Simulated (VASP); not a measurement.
# CuO: single point with PBEsol

CuO:

```xyz
8
Lattice="4.0238 0.0000 0.0000 0.0000 4.0392 0.0000 0.0000 0.0000 5.3978" Properties=species:S:1:pos:R:3 pbc="T T T"
Cu    1.0059    1.0098    2.6989
Cu    1.0059    3.0294    0.0000
Cu    3.0178    3.0294    2.6989
Cu    3.0178    1.0098    0.0000
O     2.0119    0.0000    4.0484
O     2.0119    0.0000    1.3495
O     0.0000    2.0196    4.0484
O     0.0000    2.0196    1.3495
```

This cell differs from its parent crystal: uniaxial strain along c: +6.0 %.

| Item | Value |
| --- | --- |
| Program | VASP 6.6.1 |
| Task | single point |
| Functional | PBEsol |
| Potentials or basis | VASP PAW PBE potentials, release 64 (Cu, O) |
| Cutoff | 520 eV |
| k mesh | 10 × 10 × 8 |
| Occupations | gaussian, width 0.1 eV |
| Spin | no spin polarisation |
| Dipole correction | no |
| Further INCAR settings | ALGO = Normal; EDIFF = 1e-06; NBANDS = 44 |

| Item | Value |
| --- | --- |
| Pressure | -7.2 GPa |
| Band gap on the k mesh | zero (bands 34 and 35 overlap by 1.08 eV) |

Stress tensor (GPa, compression positive):
```
 -2.92   0.00   0.00
  0.00  -2.96   0.00
  0.00   0.00 -15.77
```

Levels at points of the mesh, in eV from the Fermi level:
```csv
k point,band 30,band 31,band 32,band 33,band 34,band 35,band 36,band 37,band 38,band 39
"(0.00, 0.00, 0.00)",-2.12,-1.63,-1.03,-1.03,0.62,0.63,1.20,1.35,2.48,6.24
"(0.50, 0.00, 0.00)",-2.07,-1.48,-1.48,-0.59,-0.59,0.57,0.57,4.02,4.02,5.33
"(0.00, 0.50, 0.00)",-2.07,-1.48,-1.48,-0.59,-0.59,0.57,0.57,4.00,4.00,5.35
"(0.50, 0.50, 0.00)",-1.49,-1.36,-1.36,0.20,0.20,0.41,0.41,3.21,3.21,6.08
"(0.00, 0.00, 0.50)",-1.37,-1.25,-1.25,-0.42,-0.42,0.09,0.09,3.50,3.50,4.14
"(0.50, 0.00, 0.50)",-1.71,-1.71,-1.71,-0.46,-0.46,-0.46,-0.46,4.90,4.90,4.90
"(0.00, 0.50, 0.50)",-1.71,-1.71,-1.71,-0.46,-0.46,-0.46,-0.46,4.89,4.89,4.89
"(0.50, 0.50, 0.50)",-1.85,-1.76,-1.76,-0.09,-0.09,0.64,0.64,4.09,4.09,5.82
```

Run time: 5.9 min on 1 thread of Intel(R) Xeon(R) 6975P-C (Granite Rapids), with other jobs on the host, peak memory 0.55 GiB.

Caveat: the cell differs from its parent crystal (uniaxial strain along c: +6.0 %); the stress differs along the axes, from -16 to -3 GPa; the PAW data sets were made with another functional, which shifts forces and pressure a little; semilocal functionals often make such compounds metallic where correlation or magnetic order opens a gap, which also shifts bond lengths.
